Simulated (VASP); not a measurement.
MoS2: single point with PBE+D3(BJ)

The system is MoS2, a sheet with vacuum.

```
CELL_PARAMETERS angstrom
3.16100 0.00000 0.00000
-1.58050 2.73751 0.00000
0.00000 0.00000 27.27700
ATOMIC_POSITIONS crystal
S 0.66667 0.33333 0.32995
S 0.66667 0.33333 0.44470
S 0.33333 0.66667 0.55530
S 0.33333 0.66667 0.67005
Mo 0.33333 0.66667 0.38732
Mo 0.66667 0.33333 0.61268
```

```yaml
Program: VASP 6.6.1
Task: single point
Functional: PBE
Dispersion: D3(BJ)
Potentials_or_basis: VASP PAW PBE potentials, release 64 (S, Mo_sv)
Cutoff: 520 eV
k_mesh: 12 × 12 × 1
Occupations: gaussian, width 0.02 eV
Spin: no spin polarisation
```

The largest force is 0.031 eV/Å and the band gap on the k mesh is 1.29 eV (least direct gap 1.72 eV). The dispersion energy per atom is -0.370 eV.

Forces on the atoms (eV/Å):
```
S    0.000  0.000  0.024
S    0.000  0.000 -0.014
S    0.000  0.000  0.014
S    0.000  0.000 -0.024
Mo   0.000  0.000  0.031
Mo   0.000  0.000 -0.031
```

Levels at points of the mesh, in eV from the valence-band top:
```
           k point  band 24  band 25  band 26  band 27  band 28  band 29
(0.00, 0.00, 0.00)    -1.75    -0.68     0.00     2.36     2.36     2.38
(0.50, 0.00, 0.00)    -1.33    -1.13    -1.07     1.87     1.89     2.32
```

It took 7 min on 1 thread of Intel Xeon 8259CL, on a shared host, peak memory 0.42 GiB.
